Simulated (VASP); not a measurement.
# Cs2SnI6 (Fm-3m) in VASP: a series of runs

Aim: see how the results for Cs2SnI6 move with the level of theory and the settings. Levels: PBE, LDA. Tasks: electric field gradients.

Everything below comes from runs of VASP 6.6.1. Logs are shortened: lines on timing, memory, paths and dates and some standing lists are left out, and cuts for length are marked.

**1. The cell of the first run**

Symmetry: Fm-3m, No. 225, cubic system. Conventional cell: a = 11.630 Å, b = 11.630 Å, c = 11.630 Å, α = 90.00°, β = 90.00°, γ = 90.00°. Cs (site symmetry -43m) has 12 I at 4.11 Å and 4 Sn at 5.04 Å within 5.4 Å. Sn (site symmetry m-3m) has 6 I at 2.85 Å within 3.8 Å. Within 3.8 Å of I (site symmetry 4mm) lie 1 Sn at 2.85 Å.

**2. Electric field gradients, PBE**

Input file INCAR:

```
PREC = Accurate ; ENCUT = 400
EDIFF = 1E-8 ; ISMEAR = -1
SIGMA = 0.02 ; LREAL = False
LASPH = True ; NELM = 120
ALGO = Normal ; ISIF = 2
LWAVE = False ; LCHARG = False
GGA = PE ; LEFG = True
NELECT = 75.0 ; NBANDS = 47
GGA_COMPAT = False
```

Input file KPOINTS:

```
Automatic mesh
0
Gamma
  5 5 5
```

Input file POSCAR:

```
Cs2SnI6
1.0
    0.0000000000      5.8150000000      5.8150000000
    5.8150000000      0.0000000000      5.8150000000
    5.8150000000      5.8150000000      0.0000000000
Cs Sn I
2 1 6
Direct
    0.2500000000      0.2500000000      0.2500000000
    0.7500000000      0.7500000000      0.7500000000
    0.0000000000      0.0000000000      0.0000000000
    0.7550000000      0.2450000000      0.2450000000
    0.2450000000      0.7550000000      0.2450000000
    0.2450000000      0.7550000000      0.7550000000
    0.7550000000      0.2450000000      0.7550000000
    0.2450000000      0.2450000000      0.7550000000
    0.7550000000      0.7550000000      0.2450000000
```

Potentials or basis: VASP PAW PBE potentials, release 64 (Cs_sv, Sn_d, I).

Run with:

```console
> cat potpaw_PBE.64/Cs_sv/POTCAR potpaw_PBE.64/Sn_d/POTCAR potpaw_PBE.64/I/POTCAR > POTCAR
> mpirun -np 1 vasp_std > vasp.out
```

OUTCAR:

```text
PREC = Accurate
   ENCUT = 400
   EDIFF = 1E-8
   ISMEAR = -1
   LREAL = False
   LASPH = True
   NELM = 120
   ISIF = 2
   GGA = PE
   NELECT = 75.0

 ion  position               nearest neighbor table
   1  0.250  0.250  0.250-
   2  0.750  0.750  0.750-
   3  0.000  0.000  0.000-   4 2.85   5 2.85   6 2.85   7 2.85   8 2.85   9 2.85
   4  0.755  0.245  0.245-   3 2.85
   5  0.245  0.755  0.245-   3 2.85
   6  0.245  0.755  0.755-   3 2.85
   7  0.755  0.245  0.755-   3 2.85
   8  0.245  0.245  0.755-   3 2.85
   9  0.755  0.755  0.245-   3 2.85

  LATTYP: Found a face centered cubic cell.
 ALAT       =    11.6300000000

  Lattice vectors:

 A1 = (   0.0000000000,   5.8150000000,   5.8150000000)
 A2 = (   5.8150000000,   0.0000000000,   5.8150000000)
 A3 = (   5.8150000000,   5.8150000000,   0.0000000000)

Analysis of symmetry for initial positions (statically):
=====================================================================
 Subroutine PRICEL returns:
 Original cell was already a primitive cell.

 Routine SETGRP: Setting up the symmetry group for a
 face centered cubic supercell.

 Subroutine GETGRP returns: Found 48 space group operations
 (whereof 48 operations were pure point group operations)
 out of a pool of 48 trial point group operations.

The static configuration has the point symmetry O_h .

Analysis of symmetry for dynamics (positions and initial velocities):
=====================================================================
 Subroutine PRICEL returns:
 Original cell was already a primitive cell.

 Routine SETGRP: Setting up the symmetry group for a
 face centered cubic supercell.

 Subroutine GETGRP returns: Found 48 space group operations
 (whereof 48 operations were pure point group operations)
 out of a pool of 48 trial point group operations.

The dynamic configuration has the point symmetry O_h .

 Subroutine INISYM returns: Found 48 space group operations
 (whereof 48 operations are pure point group operations),
 and found     1 'primitive' translations

----------------------------------------------------------------------------------------

                                     Primitive cell

  volume of cell :     393.2594

  direct lattice vectors                    reciprocal lattice vectors
     0.000000000  5.815000000  5.815000000    -0.085984523  0.085984523  0.085984523
     5.815000000  0.000000000  5.815000000     0.085984523 -0.085984523  0.085984523
     5.815000000  5.815000000  0.000000000     0.085984523  0.085984523 -0.085984523

  length of vectors
     8.223651865  8.223651865  8.223651865     0.148929562  0.148929562  0.148929562

  position of ions in fractional coordinates (direct lattice)
     0.250000000  0.250000000  0.250000000
     0.750000000  0.750000000  0.750000000
     0.000000000  0.000000000  0.000000000
     0.755000000  0.245000000  0.245000000
     0.245000000  0.755000000  0.245000000
     0.245000000  0.755000000  0.755000000
     0.755000000  0.245000000  0.755000000
     0.245000000  0.245000000  0.755000000
     0.755000000  0.755000000  0.245000000

  ion indices of the primitive-cell ions
   primitive index   ion index
                 1           1
                 2           2
                 3           3
                 4           4
                 5           5
                 6           6
                 7           7
                 8           8
                 9           9

----------------------------------------------------------------------------------------

 KPOINTS: Automatic mesh

[... 56 lines left out ...]
   IBRION =     -1    ionic relax: 0-MD 1-quasi-New 2-CG
   NFREE  =      0    steps in history (QN), initial steepest desc. (CG)
   ISIF   =      2    stress and relaxation
   ISYM   =      2    0-nonsym 1-usesym 2-fastsym
   POTIM  = 0.5000    time-step for ionic-motion
   TEBEG  =    0.0;   TEEND  =   0.0 temperature during run
   PSTRESS=    0.0 pullay stress
   NELECT =      75.0000    total number of electrons
   NUPDOWN=      -1.0000    fix difference up-down
   EMIN   =  10.00;   EMAX   =-10.00  energy-range for DOS
   EFERMI =   0.00;   METHOD = LEGACY
   ISMEAR =    -1;   SIGMA  =   0.02  broadening in eV -4-tet -1-fermi 0-gaus
   EFERMI_NEDOS =   21; number of points for ismear=-14 and -15
   IALGO  =     38    algorithm
   IMIX   =      4    mixing-type and parameters
     AMIX     =   0.40;   BMIX     =  1.00
     AMIX_MAG =   1.60;   BMIX_MAG =  1.00
  volume/ion in A,a.u.               =      43.70       294.87
  Fermi-wavevector in a.u.,A,eV,Ry     =   0.942328  1.780742 12.081735  0.887982
  Thomas-Fermi vector in A             =   2.069927
   LORBIT       =      0    0 simple, 1 ext, 2 COOP (PROOUT), +10 PAW based schemes
   GGA     = PE    functional components
   LHFCALC =     F    Hartree Fock is set to
   AEXX    =    0.0000 exact exchange contribution
   IVDW    =     0    specifies the selected vdW correction
   LEPSILON=     F    determine dielectric tensor
   LRPA    =     F    only Hartree local field effects (RPA)
 non-spin polarized calculation
  energy-cutoff  :      400.00
  volume of cell :      393.26
 maximum number of plane-waves:      7174
 NGX is ok and might be reduce to    54
   NGX = 27   NGY = 27   NGZ = 27

 number of electron      75.0000000 magnetization

 Free energy of the ion-electron system (eV)
  ---------------------------------------------------
  ext. energy  EPLUGINS =         0.00000000
  ---------------------------------------------------
  free energy    TOTEN  =       -19.78076184 eV

  energy without entropy =      -19.77739077  energy(sigma->0) =      -19.77907631

 E-fermi :   3.4483     XC(G=0):  -8.0284

 val. band max:        3.3244183355   @ k =   0.4000   0.2000   0.0000
 cond. band min:       3.4834720952   @ k =  -0.4000   0.2000   0.0000
 fundamental gap:      0.1590537597
 Fermi energy:         3.4483172774

 k-point     1 :       0.0000    0.0000    0.0000
  band No.  band energies     occupation
      1     -18.8474      2.00000
      2     -18.8435      2.00000
      3     -18.6469      2.00000
      4     -18.6469      2.00000
      5     -18.5858      2.00000
      6     -18.5858      2.00000
[... 489 lines left out ...]
     46       7.8155      0.00000
     47       7.8681      0.00000

------------------------ aborting loop because EDIFF is reached ----------------------------------------

  FORCE on cell =-STRESS in cart. coord.  units (eV):
  Direction    XX          YY          ZZ          XY          YZ          ZX
  --------------------------------------------------------------------------------------
  -------------------------------------------------------------------------------------
  Total       14.6770420     14.6770420     14.6770420      0.0000000      0.0000000     -0.0000000
  in kB       59.7957017     59.7957017     59.7957017      0.0000000      0.0000000     -0.0000000
  external PRESSURE =      59.7957017 kB  Pullay stress =       0.0000000 kB

 VOLUME and BASIS-vectors are now :
 -----------------------------------------------------------------------------
  energy-cutoff  :      400.00
  volume of cell :      393.26
      direct lattice vectors                 reciprocal lattice vectors
     0.000000000  5.815000000  5.815000000    -0.085984523  0.085984523  0.085984523
     5.815000000  0.000000000  5.815000000     0.085984523 -0.085984523  0.085984523
     5.815000000  5.815000000  0.000000000     0.085984523  0.085984523 -0.085984523

 POSITION                                       TOTAL-FORCE (eV/Angst)
 -----------------------------------------------------------------------------------
      2.90750      2.90750      2.90750         0.000000      0.000000     -0.000000
      8.72250      8.72250      8.72250         0.000000      0.000000     -0.000000
      0.00000      0.00000      0.00000         0.000000      0.000000     -0.000000
      2.84935      5.81500      5.81500         1.016049      0.000000     -0.000000
      5.81500      2.84935      5.81500         0.000000      1.016049     -0.000000
      8.78065      5.81500      5.81500        -1.016049      0.000000     -0.000000
      5.81500      8.78065      5.81500         0.000000     -1.016049     -0.000000
      5.81500      5.81500      2.84935         0.000000      0.000000      1.016049
      5.81500      5.81500      8.78065         0.000000      0.000000     -1.016049
 -----------------------------------------------------------------------------------
    total drift:                                0.000000      0.000000     -0.000000

  FREE ENERGIE OF THE ION-ELECTRON SYSTEM (eV)
  ---------------------------------------------------
  free  energy   TOTEN  =       -19.7807618420 eV

  energy  without entropy=      -19.7773907703  energy(sigma->0) =      -19.77907631

 Electric field gradients (V/A^2)
---------------------------------------------------------------------
 ion       V_xx      V_yy      V_zz      V_xy      V_xz      V_yz
---------------------------------------------------------------------
   1      -0.000    -0.000    -0.000    -0.001    -0.001    -0.001
   2      -0.000    -0.000    -0.000    -0.001    -0.001    -0.001
   3       0.000     0.000    -0.000     0.002     0.002     0.002
   4     329.383  -164.692  -164.692    -0.000    -0.000    -0.000
   5    -164.692   329.383  -164.692    -0.000    -0.000    -0.000
   6     329.383  -164.692  -164.692    -0.000    -0.000    -0.000
   7    -164.692   329.383  -164.692    -0.000    -0.000    -0.000
   8    -164.692  -164.692   329.383    -0.000    -0.000    -0.000
   9    -164.692  -164.692   329.383    -0.000    -0.000    -0.000
---------------------------------------------------------------------

 Electric field gradients after diagonalization (V/A^2)
 (convention: |V_zz| > |V_xx| > |V_yy|)
----------------------------------------------------------------------
 ion       V_xx      V_yy      V_zz     asymmetry (V_yy - V_xx)/ V_zz
----------------------------------------------------------------------
   1       0.001     0.001    -0.002       0.000
   2       0.001     0.001    -0.002       0.000
   3      -0.002    -0.002     0.004       0.000
   4    -164.692  -164.692   329.383       0.000
   5    -164.692  -164.692   329.383       0.000
   6    -164.692  -164.692   329.383       0.000
   7    -164.692  -164.692   329.383       0.000
   8    -164.692  -164.692   329.383       0.000
   9    -164.692  -164.692   329.383       0.000
----------------------------------------------------------------------

           NMR quadrupolar parameters

 Cq : quadrupolar parameter    Cq=e*Q*V_zz/h
 eta: asymmetry parameters     (V_yy - V_xx)/ V_zz
 Q  : nuclear electric quadrupole moment in mb (millibarn)
----------------------------------------------------------------------
 ion       Cq(MHz)       eta       Q (mb)
----------------------------------------------------------------------
   1      -0.000       0.000       1.000
   2      -0.000       0.000       1.000
   3       0.000       0.000       1.000
   4       0.796       0.000       1.000
   5       0.796       0.000       1.000
   6       0.796       0.000       1.000
   7       0.796       0.000       1.000
   8       0.796       0.000       1.000
   9       0.796       0.000       1.000
----------------------------------------------------------------------
```

Run time: 2.6 min. Hardware: 1 thread of Intel Xeon Platinum 8488C (Sapphire Rapids), shared host; peak memory 0.46 GiB.

Results:

* Free energy: -19.7808 eV
* Largest force: 1.016 eV/Å
* Largest electric field gradient by atom: Cs -0.0; Sn +0.0; I +329.4 V/Å²

Forces on the atoms (eV/Å):
```
Cs   0.000  0.000  0.000
Cs   0.000  0.000  0.000
Sn   0.000  0.000  0.000
I    1.016  0.000  0.000
I    0.000  1.016  0.000
I   -1.016  0.000  0.000
I    0.000 -1.016  0.000
I    0.000  0.000  1.016
I    0.000  0.000 -1.016
```

Electric field gradients, principal values (V/Å²):
```csv
atom,least,middle,greatest (by size)
1 Cs,0.001,0.001,-0.002
2 Cs,0.001,0.001,-0.002
3 Sn,-0.002,-0.002,0.004
4 I,-164.692,-164.692,329.383
5 I,-164.692,-164.692,329.383
6 I,-164.692,-164.692,329.383
7 I,-164.692,-164.692,329.383
8 I,-164.692,-164.692,329.383
9 I,-164.692,-164.692,329.383
```

Caveat: the cell carries a net charge on a neutralising background, which shifts energy and pressure; the cell is charged against a uniform background, so pressure and absolute levels hang on convention; without QUAD_EFG the Cq values of the log hold for a quadrupole moment of 1 mb, not for the nuclei; spin-orbit coupling is left out, which moves the levels of the heavy elements; an odd number of electrons without spin polarisation forces a metal; a magnetic or distorted state may lie lower.

**3. Electric field gradients, LDA**

Input file INCAR:

```
PREC = Accurate
ENCUT = 400
EDIFF = 1E-8
ISMEAR = -1
SIGMA = 0.02
LREAL = F
LASPH = T
NELM = 120
ALGO = Normal
ISIF = 2
LWAVE = F
LCHARG = F
GGA = CA
LEFG = T
NBANDS = 47
GGA_COMPAT = F
```

KPOINTS is that of step 2.

Input file POSCAR:

```
Cs2SnI6
1.0
    0.0000000000      5.8150000000      5.8150000000
    5.8150000000      0.0000000000      5.8150000000
    5.8150000000      5.8150000000      0.0000000000
Cs Sn I
2 1 6
Direct
    0.2500000000      0.2500000000      0.2500000000
    0.7500000000      0.7500000000      0.7500000000
    0.0000000000      0.0000000000      0.0000000000
    0.7512468974      0.2487531026      0.2487531026
    0.2487531026      0.7512468974      0.2487531026
    0.2487531026      0.7512468974      0.7512468974
    0.7512468974      0.2487531026      0.7512468974
    0.2487531026      0.2487531026      0.7512468974
    0.7512468974      0.7512468974      0.2487531026
```

Potentials or basis: VASP PAW LDA potentials, release 64 (Cs_sv, Sn_d, I).

Run with:

```console
> cat potpaw_LDA.64/Cs_sv/POTCAR potpaw_LDA.64/Sn_d/POTCAR potpaw_LDA.64/I/POTCAR > POTCAR
> mpirun -np 1 vasp_std > vasp.out
```

OUTCAR:

```text
PREC = Accurate
   ENCUT = 400
   EDIFF = 1E-8
   ISMEAR = -1
   LREAL = F
   LASPH = T
   NELM = 120
   ISIF = 2
   GGA = CA

 ion  position               nearest neighbor table
   1  0.250  0.250  0.250-
   2  0.750  0.750  0.750-
   3  0.000  0.000  0.000-   4 2.89   5 2.89   6 2.89   7 2.89   8 2.89   9 2.89
   4  0.751  0.249  0.249-   3 2.89
   5  0.249  0.751  0.249-   3 2.89
   6  0.249  0.751  0.751-   3 2.89
   7  0.751  0.249  0.751-   3 2.89
   8  0.249  0.249  0.751-   3 2.89
   9  0.751  0.751  0.249-   3 2.89

  LATTYP: Found a face centered cubic cell.
 ALAT       =    11.6300000000
[... 738 lines left out ...]
   9    -281.618  -281.618   563.236     0.000     0.001     0.001
---------------------------------------------------------------------

 Electric field gradients after diagonalization (V/A^2)
 (convention: |V_zz| > |V_xx| > |V_yy|)
----------------------------------------------------------------------
 ion       V_xx      V_yy      V_zz     asymmetry (V_yy - V_xx)/ V_zz
----------------------------------------------------------------------
   1       0.001     0.001    -0.002       0.000
   2       0.001     0.001    -0.002       0.000
   3      -0.002    -0.002     0.005       0.000
   4    -281.618  -281.618   563.236       0.000
   5    -281.618  -281.618   563.236       0.000
   6    -281.618  -281.618   563.236       0.000
   7    -281.618  -281.618   563.236       0.000
   8    -281.618  -281.618   563.236       0.000
   9    -281.618  -281.618   563.236       0.000
----------------------------------------------------------------------

           NMR quadrupolar parameters

 Cq : quadrupolar parameter    Cq=e*Q*V_zz/h
 eta: asymmetry parameters     (V_yy - V_xx)/ V_zz
 Q  : nuclear electric quadrupole moment in mb (millibarn)
----------------------------------------------------------------------
 ion       Cq(MHz)       eta       Q (mb)
----------------------------------------------------------------------
   1      -0.000       0.000       1.000
   2      -0.000       0.000       1.000
   3       0.000       0.000       1.000
   4       1.362       0.000       1.000
   5       1.362       0.000       1.000
   6       1.362       0.000       1.000
   7       1.362       0.000       1.000
   8       1.362       0.000       1.000
   9       1.362       0.000       1.000
----------------------------------------------------------------------
```

OSZICAR:

```text
N       E                     dE             d eps       ncg     rms          rms(c)
DAV:   1     0.511749397507E+03    0.51175E+03   -0.25422E+04   948   0.112E+03
DAV:   2     0.324008559293E+02   -0.47935E+03   -0.46527E+03  1130   0.242E+02
DAV:   3    -0.250308927585E+02   -0.57432E+02   -0.57105E+02  1085   0.101E+02
DAV:   4    -0.272243296019E+02   -0.21934E+01   -0.21874E+01  1201   0.244E+01
DAV:   5    -0.273062796819E+02   -0.81950E-01   -0.81909E-01  1337   0.429E+00    0.713E+00
DAV:   6    -0.268359736557E+02    0.47031E+00   -0.60554E-01  1253   0.519E+00    0.491E+00
DAV:   7    -0.267562031518E+02    0.79771E-01   -0.40943E-01  1344   0.239E+00    0.114E+00
DAV:   8    -0.267525264075E+02    0.36767E-02   -0.31745E-02  1236   0.103E+00    0.509E-01
DAV:   9    -0.267524812758E+02    0.45132E-04   -0.28699E-03  1169   0.222E-01    0.987E-02
DAV:  10    -0.267524706868E+02    0.10589E-04   -0.19562E-04  1148   0.579E-02    0.536E-02
DAV:  11    -0.267524887355E+02   -0.18049E-04   -0.45833E-05  1297   0.316E-02    0.831E-03
DAV:  12    -0.267524881115E+02    0.62401E-06   -0.63003E-06  1141   0.106E-02    0.661E-03
DAV:  13    -0.267524885577E+02   -0.44622E-06   -0.10952E-06  1081   0.392E-03    0.191E-03
DAV:  14    -0.267524885704E+02   -0.12694E-07   -0.13774E-07  1195   0.133E-03    0.710E-04
DAV:  15    -0.267524885809E+02   -0.10537E-07   -0.25177E-08   913   0.595E-04    0.227E-04
DAV:  16    -0.267524885805E+02    0.38017E-09   -0.20682E-09   666   0.206E-04
   1 F= -.26752489E+02 E0= -.26751907E+02  d E =-.116299E-02
```

stdout:

```text
POSCAR found type information on POSCAR CsSnI
 POSCAR found :  3 types and       9 ions
 scaLAPACK will be used
 LDA part: xc-table for (Slater(with rela. corr.)+CA(PZ))
 , standard interpolation
 POSCAR, INCAR and KPOINTS ok, starting setup
 FFT: planning ... GRIDC
 FFT: planning ... GRID_SOFT
 FFT: planning ... GRID
 WAVECAR not read
 entering main loop
ion   1

ion   2

ion   3

ion   4

ion   5

ion   6

ion   7

ion   8

ion   9
```

It took 2.1 min on 1 thread of Intel Xeon Platinum 8488C (Sapphire Rapids), shared host; peak memory 0.37 GiB.

What came out:

| Item | Value |
| --- | --- |
| Free energy | -26.7525 eV |
| Pressure | -1.4 GPa |
| Largest force | 0.163 eV/Å |
| Band gap on the k mesh | zero (filled and empty bands touch) |
| Largest electric field gradient by atom | Cs -0.0; Sn +0.0; I +563.2 V/Å² |

Forces on the atoms (eV/Å):
```
Cs   0.000  0.000  0.000
Cs   0.000  0.000  0.000
Sn   0.000  0.000  0.000
I   -0.163  0.000  0.000
I    0.000 -0.163  0.000
I    0.163  0.000  0.000
I    0.000  0.163  0.000
I    0.000  0.000 -0.163
I    0.000  0.000  0.163
```

Levels at points of the mesh, in eV from the Fermi level:
```csv
k point,band 35,band 36,band 37,band 38,band 39,band 40
"(0.00, 0.00, 0.00)",-0.24,-0.04,-0.04,-0.04,3.71,3.71
```

Electric field gradients, principal values (V/Å²):
```csv
atom,least,middle,greatest (by size)
1 Cs,0.001,0.001,-0.002
2 Cs,0.001,0.001,-0.002
3 Sn,-0.002,-0.002,0.005
4 I,-281.618,-281.618,563.236
5 I,-281.618,-281.618,563.236
6 I,-281.618,-281.618,563.236
7 I,-281.618,-281.618,563.236
8 I,-281.618,-281.618,563.236
9 I,-281.618,-281.618,563.236
```

Caveat: without QUAD_EFG the Cq values of the log hold for a quadrupole moment of 1 mb, not for the nuclei; spin-orbit coupling is left out, which moves the levels of the heavy elements.
